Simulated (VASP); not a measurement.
# GaSb (Immm) in VASP: a series of runs

Aim: see how the results for GaSb move with the level of theory and the settings. Levels: LDA, PBEsol. Tasks: single point.

Everything below comes from runs of VASP 6.6.1. Logs are shortened: lines on timing, memory, paths and dates and some standing lists are left out, and cuts for length are marked.

### Step 1. The cell of the first run

The structure is orthorhombic, space group Immm (No. 71). The conventional cell has a = 3.112 Å, b = 5.350 Å, c = 5.787 Å, α = 90.00°, β = 90.00°, γ = 90.00°. Sb (site symmetry mmm) has 6 Ga at 2.89 to 3.09 Å and 2 Sb at 3.11 Å within 3.8 Å. Ga (site symmetry mmm) has 6 Sb at 2.89 to 3.09 Å and 2 Ga at 3.11 Å within 3.8 Å.

### Step 2. Single point, LDA

File INCAR:

```
ALGO     = Normal         # electronic algorithm
EDIFF    = 1E-6           # SCF threshold, eV
ENCUT    = 520            # plane-wave cutoff, eV
GGA      = CA             # functional
ISIF     = 2              # what is computed and relaxed
ISMEAR   = -1             # smearing method
LASPH    = True           # aspherical terms in the spheres
LCHARG   = False          # write CHGCAR
LREAL    = False          # projectors in reciprocal space
LWAVE    = False          # write WAVECAR
NBANDS   = 16             # bands
NELM     = 100            # most SCF steps
PREC     = Accurate       # precision mode
SIGMA    = 0.05           # smearing width, eV
```

File KPOINTS:

```
k-points
0
Gamma
  10 10 10
```

File POSCAR:

```
GaSb
1.0
   -1.5559010000      2.6750030000      2.8933130000
    1.5559010000     -2.6750030000      2.8933130000
    1.5559010000      2.6750030000     -2.8933130000
Sb Ga
1 1
Direct
    0.5000000000      0.5000000000      0.0000000000
    0.0000000000      0.0000000000      0.0000000000
```

Potentials or basis: VASP PAW LDA potentials, release 64 (Sb, Ga_d).

The run is started by

```
> cat potpaw_LDA.64/Sb/POTCAR potpaw_LDA.64/Ga_d/POTCAR > POTCAR
> mpirun -np 1 vasp_std > vasp.out
```

OUTCAR:

```text
EDIFF = 1E-6
   ENCUT = 520
   GGA = CA
   ISIF = 2
   ISMEAR = -1
   LASPH = True
   LREAL = False
   NELM = 100
   PREC = Accurate

 ion  position               nearest neighbor table
   1  0.500  0.500  0.000-   2 2.89   2 2.89   2 3.09   2 3.09   2 3.09   2 3.09
   2  0.000  0.000  0.000-   1 2.89   1 2.89   1 3.09   1 3.09   1 3.09   1 3.09

  LATTYP: Found a body centered orthorhombic cell.
 ALAT       =     3.1118020000
 B/A-ratio  =     1.7192629865
 C/A-ratio  =     1.8595739703

  Lattice vectors:

 A1 = (  -1.5559010000,   2.6750030000,   2.8933130000)
 A2 = (   1.5559010000,  -2.6750030000,   2.8933130000)
 A3 = (   1.5559010000,   2.6750030000,  -2.8933130000)

Analysis of symmetry for initial positions (statically):
=====================================================================
 Subroutine PRICEL returns:
 Original cell was already a primitive cell.

 Routine SETGRP: Setting up the symmetry group for a
 body centered orthorhombic supercell.

 Subroutine GETGRP returns: Found  8 space group operations
 (whereof  8 operations were pure point group operations)
 out of a pool of  8 trial point group operations.

The static configuration has the point symmetry D_2h.

Analysis of symmetry for dynamics (positions and initial velocities):
=====================================================================
 Subroutine PRICEL returns:
 Original cell was already a primitive cell.

 Routine SETGRP: Setting up the symmetry group for a
 body centered orthorhombic supercell.

 Subroutine GETGRP returns: Found  8 space group operations
 (whereof  8 operations were pure point group operations)
 out of a pool of  8 trial point group operations.

The dynamic configuration has the point symmetry D_2h.

 Subroutine INISYM returns: Found  8 space group operations
 (whereof  8 operations are pure point group operations),
 and found     1 'primitive' translations

----------------------------------------------------------------------------------------

                                     Primitive cell

  volume of cell :      48.1683

  direct lattice vectors                    reciprocal lattice vectors
    -1.555901000  2.675003000  2.893313000     0.000000000  0.186915678  0.172812274
     1.555901000 -2.675003000  2.893313000     0.321357207  0.000000000  0.172812274
     1.555901000  2.675003000 -2.893313000     0.321357207  0.186915678  0.000000000

  length of vectors
     4.236476022  4.236476022  4.236476022     0.254561491  0.364876057  0.371763265

  position of ions in fractional coordinates (direct lattice)
     0.500000000  0.500000000  0.000000000
     0.000000000  0.000000000  0.000000000

  ion indices of the primitive-cell ions
   primitive index   ion index
                 1           1
                 2           2

----------------------------------------------------------------------------------------

 KPOINTS: k-points

Automatic generation of k-mesh.
 Grid dimensions read from file:
 generate k-points for:   10   10   10

 Generating k-lattice:

  Cartesian coordinates                     Fractional coordinates (reciprocal lattice)
     0.000000000  0.018691568  0.017281227     0.100000000  0.000000000 -0.000000000
     0.032135721  0.000000000  0.017281227     0.000000000  0.100000000 -0.000000000
     0.032135721  0.018691568  0.000000000     0.000000000  0.000000000  0.100000000

  Length of vectors
     0.025456149  0.036487606  0.037176327

  Shift w.r.t. Gamma in fractional coordinates (k-lattice)
     0.000000000  0.000000000  0.000000000

 Subroutine IBZKPT returns following result:
 ===========================================

 Found    171 irreducible k-points:

 Following reciprocal coordinates:
            Coordinates               Weight
  0.000000  0.000000  0.000000      1.000000
  0.100000  0.000000 -0.000000      4.000000
  0.200000  0.000000 -0.000000      4.000000
  0.300000  0.000000 -0.000000      4.000000
  0.400000  0.000000 -0.000000      4.000000
  0.500000  0.000000 -0.000000      2.000000
[... 16 lines left out ...]
 -0.400000  0.200000  0.000000      8.000000
 -0.300000  0.200000  0.000000      8.000000
 [... further k-points ...]
   k-points           NKPTS =    171   k-points in BZ     NKDIM =    171   number of bands    NBANDS=     16
   number of dos      NEDOS =    301   number of ions     NIONS =      2
   total plane-waves  NPLWV =  32768
   dimension x,y,z NGX =    32 NGY =   32 NGZ =   32
   dimension x,y,z NGXF=    64 NGYF=   64 NGZF=   64
   ions per type =               1   1
   NGX,Y,Z   is equivalent  to a cutoff of  12.56, 12.56, 12.56 a.u.
   NGXF,Y,Z  is equivalent  to a cutoff of  25.11, 25.11, 25.11 a.u.
 SYSTEM =  unknown system
   PREC   = accura    normal or accurate (medium, high low for compatibility)
   ISTART =      0    job   : 0-new  1-cont  2-samecut
   ICHARG =      2    charge: 1-file 2-atom 10-const
   ISPIN  =      1    spin polarized calculation?
   LNONCOLLINEAR =      F non collinear calculations
   LSORBIT =      F    spin-orbit coupling
   LASPH  =      T    aspherical Exc in radial PAW
   ENCUT  =  520.0 eV  38.22 Ry    6.18 a.u.   7.88  7.88  7.88*2*pi/ulx,y,z
   NELM   =    100;   NELMIN=  2; NELMDL= -5     # of ELM steps
   EDIFF  = 0.1E-05   stopping-criterion for ELM
   LREAL  =      F    real-space projection
   EDIFFG = 0.1E-04   stopping-criterion for IOM
   NSW    =      0    number of steps for IOM
   IBRION =     -1    ionic relax: 0-MD 1-quasi-New 2-CG
   NFREE  =      0    steps in history (QN), initial steepest desc. (CG)
   ISIF   =      2    stress and relaxation
   ISYM   =      2    0-nonsym 1-usesym 2-fastsym
   POTIM  = 0.5000    time-step for ionic-motion
   TEBEG  =    0.0;   TEEND  =   0.0 temperature during run
   PSTRESS=    0.0 pullay stress
   NELECT =      18.0000    total number of electrons
   NUPDOWN=      -1.0000    fix difference up-down
   EMIN   =  10.00;   EMAX   =-10.00  energy-range for DOS
   EFERMI =   0.00;   METHOD = LEGACY
   ISMEAR =    -1;   SIGMA  =   0.05  broadening in eV -4-tet -1-fermi 0-gaus
   EFERMI_NEDOS =   21; number of points for ismear=-14 and -15
   IALGO  =     38    algorithm
   IMIX   =      4    mixing-type and parameters
     AMIX     =   0.40;   BMIX     =  1.00
     AMIX_MAG =   1.60;   BMIX_MAG =  1.00
  volume/ion in A,a.u.               =      24.08       162.53
  Fermi-wavevector in a.u.,A,eV,Ry     =   1.179176  2.228319 18.918287  1.390455
  Thomas-Fermi vector in A             =   2.315491
   LORBIT       =      0    0 simple, 1 ext, 2 COOP (PROOUT), +10 PAW based schemes
   GGA     = CA    functional components
   LHFCALC =     F    Hartree Fock is set to
   AEXX    =    0.0000 exact exchange contribution
   IVDW    =     0    specifies the selected vdW correction
   LEPSILON=     F    determine dielectric tensor
   LRPA    =     F    only Hartree local field effects (RPA)
 non-spin polarized calculation
  energy-cutoff  :      520.00
  volume of cell :       48.17
 maximum number of plane-waves:      1318
   NGX = 15   NGY = 15   NGZ = 15

 number of electron      17.9999989 magnetization

 Free energy of the ion-electron system (eV)
  ---------------------------------------------------
  ext. energy  EPLUGINS =         0.00000000
  ---------------------------------------------------
  free energy    TOTEN  =        -8.31111227 eV

  energy without entropy =       -8.30553298  energy(sigma->0) =       -8.30832262

 E-fermi :   6.3664     XC(G=0): -10.4702

 val. band max:        6.3570400851   @ k =  -0.4000   0.5000   0.1000
 cond. band min:       6.3800271250   @ k =  -0.3000  -0.2000   0.1000
 fundamental gap:      0.0229870399
 Fermi energy:         6.3663802110

 k-point     1 :       0.0000    0.0000    0.0000
  band No.  band energies     occupation
      1      -8.6154      2.00000
      2      -8.5228      2.00000
      3      -8.5196      2.00000
      4      -8.5037      2.00000
      5      -8.4712      2.00000
      6      -5.5847      2.00000
[... 8 lines left out ...]
     15      15.4275      0.00000
     16      16.5505      0.00000

 k-point     2 :       0.1000    0.0000   -0.0000
  band No.  band energies     occupation
      1      -8.6149      2.00000
      2      -8.5246      2.00000
      3      -8.5185      2.00000
      4      -8.5037      2.00000
      5      -8.4710      2.00000
      6      -5.5005      2.00000
[... 8 lines left out ...]
     15      15.9767      0.00000
     16      16.5751      0.00000

 k-point     3 :       0.2000    0.0000   -0.0000
  band No.  band energies     occupation
      1      -8.6136      2.00000
      2      -8.5294      2.00000
      3      -8.5156      2.00000
      4      -8.5036      2.00000
      5      -8.4704      2.00000
      6      -5.2536      2.00000
[... 8 lines left out ...]
     15      15.7581      0.00000
     16      17.0739      0.00000

 k-point     4 :       0.3000    0.0000   -0.0000
  band No.  band energies     occupation
      1      -8.6123      2.00000
      2      -8.5353      2.00000
      3      -8.5120      2.00000
      4      -8.5035      2.00000
      5      -8.4697      2.00000
      6      -4.8694      2.00000
[... 8 lines left out ...]
     15      15.4620      0.00000
     16      16.5747      0.00000
[... 324 lines left out ...]
 k-point    22 :       0.5000    0.2000   -0.0000
  band No.  band energies     occupation
      1      -8.5587      2.00000
      2      -8.5429      2.00000
      3      -8.5280      2.00000
      4      -8.5051      2.00000
      5      -8.4907      2.00000
      6      -3.7080      2.00000
[... 8 lines left out ...]
     15      17.2668      0.00000
     16      17.9958      0.00000

 k-point    23 :      -0.4000    0.2000    0.0000
  band No.  band energies     occupation
      1      -8.5605      2.00000
      2      -8.5406      2.00000
      3      -8.5253      2.00000
      4      -8.5079      2.00000
      5      -8.4903      2.00000
      6      -4.1323      2.00000
[... 8 lines left out ...]
     15      15.5221      0.00000
     16      16.7048      0.00000

 k-point    24 :      -0.3000    0.2000    0.0000
  band No.  band energies     occupation
      1      -8.5620      2.00000
      2      -8.5371      2.00000
      3      -8.5229      2.00000
      4      -8.5107      2.00000
      5      -8.4908      2.00000
      6      -4.5220      2.00000
[... 8 lines left out ...]
     15      14.2643      0.00000
     16      15.6004      0.00000

 [... further k-points ...]
[... 5 lines left out ...]
  --------------------------------------------------------------------------------------
  -------------------------------------------------------------------------------------
  Total       -1.0234118     -1.4247872     -1.5956762      0.0000000      0.0000000      0.0000000
  in kB      -34.0407694    -47.3913350    -53.0754522      0.0000000      0.0000000      0.0000000
  external PRESSURE =     -44.8358522 kB  Pullay stress =       0.0000000 kB

 VOLUME and BASIS-vectors are now :
 -----------------------------------------------------------------------------
  energy-cutoff  :      520.00
  volume of cell :       48.17
      direct lattice vectors                 reciprocal lattice vectors
    -1.555901000  2.675003000  2.893313000     0.000000000  0.186915678  0.172812274
     1.555901000 -2.675003000  2.893313000     0.321357207  0.000000000  0.172812274
     1.555901000  2.675003000 -2.893313000     0.321357207  0.186915678  0.000000000

 POSITION                                       TOTAL-FORCE (eV/Angst)
 -----------------------------------------------------------------------------------
      0.00000      0.00000      2.89331        -0.000000      0.000000     -0.000000
      0.00000      0.00000      0.00000         0.000000     -0.000000      0.000000
 -----------------------------------------------------------------------------------
    total drift:                               -0.000000      0.000000      0.000000

  FREE ENERGIE OF THE ION-ELECTRON SYSTEM (eV)
  ---------------------------------------------------
  free  energy   TOTEN  =        -8.3111122664 eV

  energy  without entropy=       -8.3055329797  energy(sigma->0) =       -8.30832262
```

Wall time 58 s (1 thread of Intel Xeon Platinum 8488C (Sapphire Rapids), shared host); peak memory 0.26 GiB.

What came out:

| Item | Value |
| --- | --- |
| Free energy | -8.3111 eV |
| Pressure | -4.5 GPa |
| Band gap on the k mesh | zero (band 9 reaches 8.27 eV, above the bottom of band 10 at 3.88 eV) |

Levels at points of the mesh, in eV from the Fermi level:
```
           k point  band 5  band 6  band 7  band 8  band 9  band 10  band 11  band 12  band 13  band 14
(0.00, 0.00, 0.00)  -14.84  -11.95   -3.29   -2.13   -1.69     3.44     5.29     6.09     7.46     8.00
(0.50, 0.00, 0.00)  -14.84  -10.57   -8.03   -0.20    1.49     2.00     2.56     4.76     6.96     8.74
(0.00, 0.50, 0.00)  -14.82   -8.08   -6.01   -2.03   -0.45    -0.25     1.13     2.81     3.68     8.80
(0.50, 0.50, 0.00)  -14.82   -8.05   -4.99   -3.07   -2.04    -1.69     3.38     3.81     6.40     7.36
(0.50, 0.50, 0.50)  -14.83   -9.56   -5.96   -5.04   -4.75     3.25     7.11     9.49    10.13    10.14
```

Caveat: spin-orbit coupling is left out, which moves the levels of the heavy elements.

(Continued in part 2 of 2.)
